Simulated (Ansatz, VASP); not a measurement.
One calculation of MgS, two programs

```xyz
2
Lattice="0.0000 2.6147 2.6147 2.6147 0.0000 2.6147 2.6147 2.6147 0.0000" Properties=species:S:1:pos:R:3 pbc="T T T"
Mg    2.6147    2.6147    2.6147
S     0.0000    0.0000    0.0000
```

Alike in both runs: functional PBE; k mesh 8 × 8 × 8; occupations gaussian, width 0.02 eV; no spin polarisation.

Ansatz relaxed the structure, and its values are those at the end. VASP's run is a single point on that final structure, the one shown.

```csv
,VASP,Ansatz
version,VASP 6.6.1,Ansatz 0.2.0
potentials or method,"VASP PAW PBE potentials, release 64 (Mg, S), cutoff 520 eV","scalar-relativistic, plane waves, PAW"
valence electrons in the cell,8,16
```

```csv
,VASP,Ansatz,Ansatz less VASP
gap on the k mesh at the Fermi level (eV),2.74,2.76,+0.015
least direct gap on the mesh (eV),3.59,3.60,+0.012
pressure (GPa),-0.3,0.0,+0.30
```

With one functional, cell and mesh, what is left measures potentials, basis and numerics. VASP's potentials hold 8 valence electrons a cell and Ansatz's 16, so a difference there can come from the potentials and not from the codes.
